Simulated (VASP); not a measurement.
Crystal: CuO (Tenorite).

```
Cu O
1.0
     2.34465   -1.71340    0.00000
     2.34465    1.71340    0.00000
    -0.86055    0.00000    5.05944
Cu O
2 2
Direct
  0.49680 0.00320 0.50000
  0.00320 0.49680 0.00000
  0.40560 0.57140 0.75370
  0.57140 0.40560 0.25370
```

Base run:

- Program: VASP 6.6.1
- Functional: PBEsol
- Potentials or basis: VASP PAW PBE potentials, release 64 (Cu, O)
- Cutoff: 520 eV
- k mesh: 10 × 10 × 5
- Occupations: fermi-dirac, width 0.05 eV
- Spin: no spin polarisation
- Hubbard terms: Cu d U = 8.0 eV

Its results: band gap on the k mesh zero (band 17 reaches 4.93 eV, above the bottom of band 18 at 4.25 eV); pressure -8.5 GPa; largest force 0.629 eV/Å.

**Question.** After a change of settings the same cell gave: band gap on the k mesh zero (band 17 reaches 5.28 eV, above the bottom of band 18 at 4.62 eV); pressure -6.0 GPa; largest force 0.678 eV/Å. Which change was it?
A. functional from PBEsol to r2SCAN; hubbard terms from Cu d U = 8.0 eV to none
B. hubbard terms from Cu d U = 8.0 eV to Cu d U = 5.0 eV
C. hubbard terms from Cu d U = 8.0 eV to Cu d U = 6.0 eV

**Answer.** B.

Caveats: the PAW data sets were made with another functional, which shifts forces and pressure a little; U without spin polarisation on a metal has little footing.
